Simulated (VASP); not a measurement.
Crystal: Ti.

```
Ti
1.0
    -1.64100    1.64100    1.64100
     1.64100   -1.64100    1.64100
     1.64100    1.64100   -1.64100
Ti
1
Direct
  0.00000 0.00000 0.00000
```

This isn't the form of Ti at room conditions, which is hcp.

```yaml
Program: VASP 6.6.1
Task: relaxation of cell and atoms
Functional: HSE06
Potentials_or_basis: VASP PAW PBE potentials, release 64 (Ti_sv)
Cutoff: 600 eV
k_mesh: 6 × 6 × 6
Occupations: fermi-dirac, width 0.05 eV
Spin: no spin polarisation
```

At the start: pressure -2.7 GPa; volume 17.68 Å³/atom.

How do energy, volume and symmetry change on relaxing?

Over 3 steps the energy falls by 3.3 meV/atom and the volume is 17.29 Å³/atom (-2.2 %); space group Im-3m (No. 229, to 0.1 Å) before and after.

Step by step:
```csv
step,energy change (eV),largest force (eV/Å),pressure (GPa),volume (Å³)
1,0.0000,0.0000,-2.66,17.68
2,-0.0004,0.0000,2.61,16.94
3,-0.0033,0.0000,0.07,17.29
```

Final structure:
```
Ti
1.0
    -1.62901    1.62901    1.62901
     1.62901   -1.62901    1.62901
     1.62901    1.62901   -1.62901
Ti
1
Direct
  0.00000 0.00000 0.00000
```

Caveat: the k points lie up to 0.45 Å⁻¹ apart in the final cell, too coarse for converged energies and pressures of a metal; the PAW data sets were made with another functional, which shifts forces and pressure a little.
